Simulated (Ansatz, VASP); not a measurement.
## Zn3GeO: VASP beside Ansatz

```
Zn Ge O
1.0
     4.67758    0.00000    0.00000
     0.00000    4.67758    0.00000
     0.00000    0.00000    4.67758
Zn Ge O
3 1 1
Direct
  0.00000 0.50000 0.50000
  0.50000 0.00000 0.50000
  0.50000 0.50000 0.00000
  0.50000 0.50000 0.50000
  0.00000 0.00000 0.00000
```

Change from the starting cell: species swapped into the RbPdCl3 type (Pm-3m, No. 221).

Alike in both runs: task relaxation of cell and atoms; functional PBE; k mesh 8 × 8 × 8; occupations gaussian, width 0.1 eV; no spin polarisation.

|  | VASP | Ansatz |
| --- | --- | --- |
| version | VASP 6.6.1 | Ansatz 0.2.0 |
| potentials or method | VASP PAW PBE potentials, release 64 (Zn, Ge_d, O), cutoff 600 eV | scalar-relativistic, plane waves, PAW |
| valence electrons in the cell | 56 | 56 |

```tsv
	VASP	Ansatz	Ansatz less VASP
gap on the k mesh at the Fermi level, each at its own relaxed structure (eV)	none	none	-
relaxed volume (Å³/atom)	20.27	20.22	-0.050
relaxed length of the cell vector where the two differ most in proportion (Å)	4.662	4.658	-0.0038
```

A gap of «none» marks a metal or a gap that the smearing closes.
